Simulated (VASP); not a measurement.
# NiOsO2 (R-3m) in VASP: single point with r2SCAN+U

Aim: the single point of NiOsO2 with r2SCAN+U.

Program: VASP 6.6.1. These are calculated values, not measurements. Logs are shortened: lines on timing, memory, paths and dates and some standing lists are left out, and cuts for length are marked.

## Step 1: The cell of the first run

The structure is trigonal, space group R-3m (No. 166). Conventional cell: a = 4.756 Å, b = 4.756 Å, c = 12.259 Å, α = 90.00°, β = 90.00°, γ = 120.00°. Within 2.0 Å of O (site symmetry 2/m) lie 2 Ni at 1.49 Å. O (site symmetry -3m) has 2 Ni at 1.46 Å within 1.9 Å. Within 3.7 Å of Os (site symmetry 3m) lie 12 O at 2.80 to 2.92 Å and 10 Ni at 2.90 to 3.45 Å and 4 Os at 2.95 to 3.02 Å. Ni (site symmetry 3m) has 4 O at 1.46 to 1.49 Å within 1.9 Å.

## Step 2: Single point, r2SCAN+U, collinear spin, ferromagnetic start

Input file POSCAR:

```
NiOsO2
1.0
    2.3778688500      4.1185865700      0.0000000000
   -2.3778688500      4.1185865700      0.0000000000
   -2.3778688500      1.3728591900      4.0864409500
O Os Ni
4 2 2
Direct
    0.5000000000      0.5000000000      0.0000000000
    0.0000000000      0.5000000000      0.0000000000
    0.5000000000      0.0000000000      0.0000000000
    0.5000000000      0.0000000000      0.5000000000
    0.1230000000      0.7540000000      0.3690000000
    0.8770000000      0.2460000000      0.6310000000
    0.3810000000      0.2380000000      0.1430000000
    0.6190000000      0.7620000000      0.8570000000
```

Input file INCAR.step1:

```
PREC = Accurate
ENCUT = 520
ISMEAR = -5
SIGMA = 0.0163
LREAL = False
LASPH = True
NELM = 150
ISPIN = 2
MAGMOM = 0 0 0 0 -1 -1 -0.21 -0.21
LMAXMIX = 4
LDAU = True
LDAUTYPE = 2
LDAUL = -1 2 2
LDAUU = 0 1.21 1.23
LDAUJ = 0 0 0
GGA = PE
ALGO = Normal
EDIFF = 1E-4
LWAVE = True
LCHARG = False
```

Input file INCAR.step2:

```
PREC = Accurate
ENCUT = 520
EDIFF = 1E-7
ISMEAR = -1
SIGMA = 0.0163
LREAL = False
LASPH = True
NELM = 150
ALGO = Normal
ISIF = 2
LWAVE = False
LCHARG = False
ISPIN = 2
MAGMOM = 0 0 0 0 -1 -1 -0.21 -0.21
LORBIT = 10
LMAXMIX = 4
LDAU = True
LDAUTYPE = 2
LDAUL = -1 2 2
LDAUU = 0 1.21 1.23
LDAUJ = 0 0 0
LDAUPRINT = 1
METAGGA = R2SCAN
LMIXTAU = True
ISTART = 1
```

Input file KPOINTS:

```
Automatic mesh
0
Gamma
  5 5 5
```

Potentials or basis: VASP PAW PBE potentials, release 64 (O, Os, Ni).

Launch:

```bash
$ cat potpaw_PBE.64/O/POTCAR potpaw_PBE.64/Os/POTCAR potpaw_PBE.64/Ni/POTCAR > POTCAR
$ cp INCAR.step1 INCAR
$ mpirun -np 1 vasp_std > vasp.out
$ cp INCAR.step2 INCAR
$ mpirun -np 1 vasp_std > vasp.out
```

OUTCAR:

```text
PREC = Accurate
   ENCUT = 520
   EDIFF = 1E-7
   ISMEAR = -1
   LREAL = False
   LASPH = True
   NELM = 150
   ISIF = 2
   ISPIN = 2
   LORBIT = 10
   METAGGA = R2SCAN
   ISTART = 1

 ion  position               nearest neighbor table
   1  0.500  0.500  0.000-   7 1.49   8 1.49
   2  0.000  0.500  0.000-   7 1.49   8 1.49
   3  0.500  0.000  0.000-   7 1.49   8 1.49
   4  0.500  0.000  0.500-   7 1.46   8 1.46
   5  0.123  0.754  0.369-   7 2.90   7 2.90   7 2.90   6 2.95   6 2.95   6 2.95   6 3.02   7 3.16

   6  0.877  0.246  0.631-   8 2.90   8 2.90   8 2.90   5 2.95   5 2.95   5 2.95   5 3.02   8 3.16

   7  0.381  0.238  0.143-   4 1.46   1 1.49   3 1.49   2 1.49   5 2.90   5 2.90   5 2.90   8 2.92
                             8 2.98   8 2.98   8 2.98   5 3.16
   8  0.619  0.762  0.857-   4 1.46   1 1.49   3 1.49   2 1.49   6 2.90   6 2.90   6 2.90   7 2.92
                             7 2.98   7 2.98   7 2.98   6 3.16

  LATTYP: Found a trigonal (rhomboedric) cell.
 ALAT       =     4.9232105644
 COS(alpha) =     0.5334384239

  Lattice vectors:

 A1 = (   2.3778688500,   1.3728591900,   4.0864409500)
 A2 = (  -2.3778688500,   1.3728591900,   4.0864409500)
 A3 = (   0.0000000000,  -2.7457273800,   4.0864409500)

Analysis of symmetry for initial positions (statically):
=====================================================================
 Subroutine PRICEL returns:
 Original cell was already a primitive cell.

 Routine SETGRP: Setting up the symmetry group for a
 trigonal (rhombohedral) supercell.

 Subroutine GETGRP returns: Found 12 space group operations
 (whereof 12 operations were pure point group operations)
 out of a pool of 12 trial point group operations.

The static configuration has the point symmetry D_3d.

Analysis of symmetry for dynamics (positions and initial velocities):
=====================================================================
 Subroutine PRICEL returns:
 Original cell was already a primitive cell.

 Routine SETGRP: Setting up the symmetry group for a
 trigonal (rhombohedral) supercell.

 Subroutine GETGRP returns: Found 12 space group operations
 (whereof 12 operations were pure point group operations)
 out of a pool of 12 trial point group operations.

The dynamic configuration has the point symmetry D_3d.

Analysis of structural, dynamic, and magnetic symmetry:
=====================================================================
 Subroutine PRICEL returns:
 Original cell was already a primitive cell.

 Routine SETGRP: Setting up the symmetry group for a
 trigonal (rhombohedral) supercell.

 Subroutine GETGRP returns: Found 12 space group operations
 (whereof 12 operations were pure point group operations)
 out of a pool of 12 trial point group operations.

The overall configuration has the point symmetry D_3d.

 Subroutine INISYM returns: Found 12 space group operations
 (whereof 12 operations are pure point group operations),
 and found     1 'primitive' translations

----------------------------------------------------------------------------------------

                                     Primitive cell

  volume of cell :      80.0408

  direct lattice vectors                    reciprocal lattice vectors
     2.377868850  4.118586570  0.000000000     0.210272320  0.121400872  0.081570663
    -2.377868850  4.118586570  0.000000000    -0.210272320  0.121400872 -0.163141059
    -2.377868850  1.372859190  4.086440950     0.000000000  0.000000000  0.244711722

  length of vectors
     4.755735022  4.755735022  4.923210564     0.256137450  0.292519444  0.244711722

  position of ions in fractional coordinates (direct lattice)
     0.500000000  0.500000000  0.000000000
     1.000000000  0.500000000  0.000000000
[... 100 lines left out ...]
   IALGO  =     38    algorithm
   IMIX   =      4    mixing-type and parameters
     AMIX     =   0.40;   BMIX     =  1.00
     AMIX_MAG =   1.60;   BMIX_MAG =  1.00
  volume/ion in A,a.u.               =      10.01        67.52
  Fermi-wavevector in a.u.,A,eV,Ry     =   1.487150  2.810306 30.090855  2.211615
  Thomas-Fermi vector in A             =   2.600347
   LORBIT       =     10    0 simple, 1 ext, 2 COOP (PROOUT), +10 PAW based schemes
 LDA+U is selected, type is set to LDAUTYPE =  2
   angular momentum for each species LDAUL =    -1    2    2
   U (eV)           for each species LDAUU =   0.0  1.2  1.2
   J (eV)           for each species LDAUJ =   0.0  0.0  0.0
   METAGGA = R2SCAN    functional components
   LHFCALC =     F    Hartree Fock is set to
   AEXX    =    0.0000 exact exchange contribution
   IVDW    =     0    specifies the selected vdW correction
   LEPSILON=     F    determine dielectric tensor
   LRPA    =     F    only Hartree local field effects (RPA)
 spin polarized calculation
  energy-cutoff  :      520.00
  volume of cell :       80.04
 maximum number of plane-waves:      2168
   NGX = 17   NGY = 17   NGZ = 19

atom =   5  type =  2  l = 2

 onsite density matrix

spin component  1
[... 116 lines left out ...]
  o =  0.8864  v =  0.7686  0.0000  0.0000  0.6397  0.0000  0.0000  0.0000  0.0000  0.0000  0.0000      0.0000  0.0000  0.0000  0.0000  0.0000  0.0000  0.0000  0.0000  0.0000  0.0000
  o =  0.8864  v =  0.0000 -0.6397 -0.0000  0.0000 -0.7686  0.0000  0.0000  0.0000  0.0000  0.0000      0.0000  0.0000  0.0000  0.0000  0.0000  0.0000  0.0000  0.0000  0.0000  0.0000
  o =  0.9043  v =  0.0000  0.0000 -1.0000  0.0000  0.0000  0.0000  0.0000  0.0000  0.0000  0.0000      0.0000  0.0000  0.0000  0.0000  0.0000  0.0000  0.0000  0.0000  0.0000  0.0000
  o =  0.9252  v =  0.0000  0.0000  0.0000  0.0000  0.0000 -0.7585  0.0000  0.0000 -0.6517  0.0000      0.0000  0.0000  0.0000  0.0000  0.0000  0.0000  0.0000  0.0000  0.0000  0.0000
  o =  0.9252  v =  0.0000  0.0000  0.0000  0.0000  0.0000  0.0000  0.6517  0.0000  0.0000  0.7585      0.0000  0.0000  0.0000  0.0000  0.0000  0.0000  0.0000  0.0000  0.0000  0.0000
  o =  0.9483  v =  0.0000  0.0000  0.0000  0.0000  0.0000  0.0000  0.0000 -1.0000 -0.0000  0.0000      0.0000  0.0000  0.0000  0.0000  0.0000  0.0000  0.0000  0.0000  0.0000  0.0000
  o =  0.9915  v =  0.0000 -0.7686 -0.0000 -0.0000  0.6397  0.0000  0.0000  0.0000  0.0000  0.0000      0.0000  0.0000  0.0000  0.0000  0.0000  0.0000  0.0000  0.0000  0.0000  0.0000
  o =  0.9915  v = -0.6397 -0.0000  0.0000  0.7686  0.0000  0.0000  0.0000  0.0000  0.0000  0.0000      0.0000  0.0000  0.0000  0.0000  0.0000  0.0000  0.0000  0.0000  0.0000  0.0000
  o =  1.0151  v =  0.0000  0.0000  0.0000  0.0000  0.0000  0.0000  0.7585  0.0000  0.0000 -0.6517      0.0000  0.0000  0.0000  0.0000  0.0000  0.0000  0.0000  0.0000  0.0000  0.0000
  o =  1.0151  v =  0.0000  0.0000  0.0000  0.0000  0.0000 -0.6517  0.0000 -0.0000  0.7585 -0.0000      0.0000  0.0000  0.0000  0.0000  0.0000  0.0000  0.0000  0.0000  0.0000  0.0000

 number of electron      60.0000004 magnetization      -6.7754162

 Free energy of the ion-electron system (eV)
  ---------------------------------------------------
  ext. energy  EPLUGINS =         0.00000000
  ---------------------------------------------------
  free energy    TOTEN  =      -130.62608713 eV

  energy without entropy =     -130.62418850  energy(sigma->0) =     -130.62513782

 E-fermi :   8.1022     XC(G=0): -13.5406

 val. band max:        8.0909055699   @ k =   0.2000  -0.0000  -0.0000
 cond. band min:       8.1045436974   @ k =   0.2000  -0.0000  -0.0000
 fundamental gap:      0.0136381276
 Fermi energy:         8.1021671240

 spin component 1

 k-point     1 :       0.0000    0.0000    0.0000
  band No.  band energies     occupation
      1     -15.9461      1.00000
      2     -14.5467      1.00000
      3     -14.0965      1.00000
      4     -14.0964      1.00000
      5      -3.1811      1.00000
      6      -2.7237      1.00000
[... 749 lines left out ...]
     36      10.7092      0.00000
     37      11.0807      0.00000
 Fermi energy:         8.1021671240

 spin component 2

 k-point     1 :       0.0000    0.0000    0.0000
  band No.  band energies     occupation
      1     -16.1729      1.00000
      2     -14.8295      1.00000
      3     -14.3371      1.00000
      4     -14.3371      1.00000
      5      -3.4255      1.00000
      6      -3.0033      1.00000
[... 749 lines left out ...]
     36       9.7588      0.00000
     37       9.9790      0.00000

------------------------ aborting loop because EDIFF is reached ----------------------------------------

  FORCE on cell =-STRESS in cart. coord.  units (eV):
  Direction    XX          YY          ZZ          XY          YZ          ZX
  --------------------------------------------------------------------------------------
  -------------------------------------------------------------------------------------
  Total       58.7945942     58.7945059     71.2272207      0.0000000     -0.0000523      0.0000000
  in kB     1176.8921320   1176.8903650   1425.7561737      0.0000000     -0.0010467      0.0000000
  external PRESSURE =    1259.8462236 kB  Pullay stress =       0.0000000 kB

 VOLUME and BASIS-vectors are now :
 -----------------------------------------------------------------------------
  energy-cutoff  :      520.00
  volume of cell :       80.04
      direct lattice vectors                 reciprocal lattice vectors
     2.377868850  4.118586570  0.000000000     0.210272320  0.121400872  0.081570663
    -2.377868850  4.118586570  0.000000000    -0.210272320  0.121400872 -0.163141059
    -2.377868850  1.372859190  4.086440950     0.000000000  0.000000000  0.244711722

 POSITION                                       TOTAL-FORCE (eV/Angst)
 -----------------------------------------------------------------------------------
      0.00000      4.11859      0.00000        -0.000000      0.000000     -0.000000
     -1.18893      2.05929      0.00000        -0.000000      0.000000     -0.000000
      1.18893      2.05929      0.00000        -0.000000      0.000000     -0.000000
      0.00000      2.74572      2.04322        -0.000000      0.000000     -0.000000
     -2.37787      4.11859      1.50790        -0.000000     -0.000000      0.061939
      0.00000      5.49145      2.57854         0.000000      0.000000     -0.061939
      0.00000      2.74572      0.58436         0.000000      0.000000     -0.481070
     -2.37787      6.86431      3.50208        -0.000000     -0.000000      0.481070
 -----------------------------------------------------------------------------------
    total drift:                               -0.000000      0.000000     -0.000000

  FREE ENERGIE OF THE ION-ELECTRON SYSTEM (eV)
  ---------------------------------------------------
  free  energy   TOTEN  =      -130.6260871346 eV

  energy  without entropy=     -130.6241885046  energy(sigma->0) =     -130.62513782

 total charge

# of ion       s       p       d       tot
------------------------------------------
    1        1.638   3.623   0.000   5.261
    2        1.638   3.623   0.000   5.261
    3        1.638   3.623   0.000   5.261
    4        1.644   3.647   0.000   5.290
    5        0.538   0.228   6.015   6.781
    6        0.538   0.228   6.015   6.781
    7        0.931   1.770   9.386  12.087
    8        0.931   1.770   9.386  12.087
--------------------------------------------------
tot          9.494  18.512  30.801  58.807

 magnetization (x)

# of ion       s       p       d       tot
------------------------------------------
    1       -0.010  -0.094   0.000  -0.104
    2       -0.010  -0.094   0.000  -0.104
    3       -0.010  -0.094   0.000  -0.104
    4       -0.016  -0.127   0.000  -0.143
    5       -0.014   0.006  -3.084  -3.092
    6       -0.014   0.006  -3.084  -3.092
    7       -0.003  -0.000  -0.168  -0.171
    8       -0.003  -0.000  -0.168  -0.171
--------------------------------------------------
tot         -0.079  -0.397  -6.504  -6.980
```

It took 4.1 min on 1 thread of Intel Xeon 6975P-C (Granite Rapids), shared host; peak memory 0.33 GiB.

Results:

| Item | Value |
| --- | --- |
| Free energy | -130.6261 eV |
| Pressure | 126.0 GPa |
| Largest force | 0.481 eV/Å |
| Net moment | -6.78 μB per cell |
| Site moments | O -0.10, -0.14 (each value once); Os -3.09; Ni -0.17 μB |
| Valence electrons inside the program's atomic spheres | O 5.26, 5.29 (each value once); Os 6.78; Ni 12.09 |

Forces in eV/Å, atoms in the order of the input:
```
O    0.000  0.000  0.000
O    0.000  0.000  0.000
O    0.000  0.000  0.000
O    0.000  0.000  0.000
Os   0.000  0.000  0.062
Os   0.000  0.000 -0.062
Ni   0.000  0.000 -0.481
Ni   0.000  0.000  0.481
```

Levels at points of the mesh, in eV from the Fermi level:
Spin up:
| k point | band 23 | band 24 | band 25 | band 26 | band 27 | band 28 | band 29 | band 30 | band 31 | band 32 |
| --- | --- | --- | --- | --- | --- | --- | --- | --- | --- | --- |
| (0.00, 0.00, 0.00) | -1.62 | -1.62 | -1.38 | -1.30 | -1.30 | 1.19 | 1.50 | 1.50 | 1.95 | 1.95 |
Spin down:
```csv
k point,band 29,band 30,band 31,band 32,band 33,band 34,band 35,band 36,band 37
"(0.00, 0.00, 0.00)",-2.07,-1.56,-1.10,-1.10,0.28,0.28,2.77,3.08,3.08
```

Eigenvalues of the final occupation matrices:
| site | spin | trace | eigenvalues |
| --- | --- | --- | --- |
| site 5 d | 1 | 1.48 | 0.10 0.10 0.41 0.44 0.44 |
| site 5 d | 2 | 4.59 | 0.89 0.89 0.91 0.95 0.95 |
| site 6 d | 1 | 1.48 | 0.10 0.10 0.41 0.44 0.44 |
| site 6 d | 2 | 4.59 | 0.89 0.89 0.91 0.95 0.95 |
| site 7 d | 1 | 4.66 | 0.89 0.89 0.90 0.99 0.99 |
| site 7 d | 2 | 4.83 | 0.93 0.93 0.95 1.02 1.02 |
| site 8 d | 1 | 4.66 | 0.89 0.89 0.90 0.99 0.99 |
| site 8 d | 2 | 4.83 | 0.93 0.93 0.95 1.02 1.02 |

Caveat: the cell stands under pressure; the PAW data sets were made with another functional, which shifts forces and pressure a little; spin-orbit coupling is left out, which moves the levels of the heavy elements. The state reached can hang on the start; a lower one may exist.
